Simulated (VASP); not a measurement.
Here is a VASP 6.6.1 calculation.

The input POSCAR:

```
CdSe
1.0
    4.2966416105      0.0000000000      0.0000000000
   -2.1483208052      3.7210007856      0.0000000000
    0.0000000000      0.0000000000      7.1202032067
Cd Se
2 2
Direct
    0.3333333333      0.6666666667      0.0045374022
    0.6666666667      0.3333333333      0.5045374022
    0.3333333333      0.6666666667      0.3804625978
    0.6666666667      0.3333333333      0.8804625978
```

INCAR.step1

```
SYSTEM = CdSe
ALGO = Normal ; EDIFF = 1E-4
ENCUT = 520 ; GGA = PE
ISMEAR = 0 ; LASPH = .TRUE.
LCHARG = .FALSE. ; LREAL = .FALSE.
LWAVE = .TRUE. ; NBANDS = 26
NELM = 100 ; PREC = Accurate
SIGMA = 0.01
```

Contents of INCAR.step2:

```
SYSTEM = CdSe
ALGO = Normal ; EDIFF = 1E-6
ENCUT = 520 ; ISIF = 2
ISMEAR = 0 ; ISTART = 1
LASPH = .TRUE. ; LCHARG = .FALSE.
LMIXTAU = .TRUE. ; LREAL = .FALSE.
LWAVE = .FALSE. ; METAGGA = R2SCAN
NBANDS = 26 ; NELM = 100
PREC = Accurate ; SIGMA = 0.01
```

The input KPOINTS:

```
k-points
0
G
  6 6 4
  0 0 0
```

Potentials or basis: VASP PAW PBE potentials, release 64 (Cd, Se).

Launch:

```sh
$ cat potpaw_PBE.64/Cd/POTCAR potpaw_PBE.64/Se/POTCAR > POTCAR
$ cp INCAR.step1 INCAR
$ mpirun -np 1 vasp_std > vasp.out
$ cp INCAR.step2 INCAR
$ mpirun -np 1 vasp_std > vasp.out
```

(1) Estimate the band gap on the k mesh.

(2) Estimate the largest force.

(3) Estimate the pressure.

## Answers

(1) 1.11 eV.

(2) 0.119 eV/Å.

(3) 1.0 GPa.

Caveat: the cell differs from its parent crystal (in-plane strain -0.01); the PAW data sets were made with another functional, which shifts forces and pressure a little.
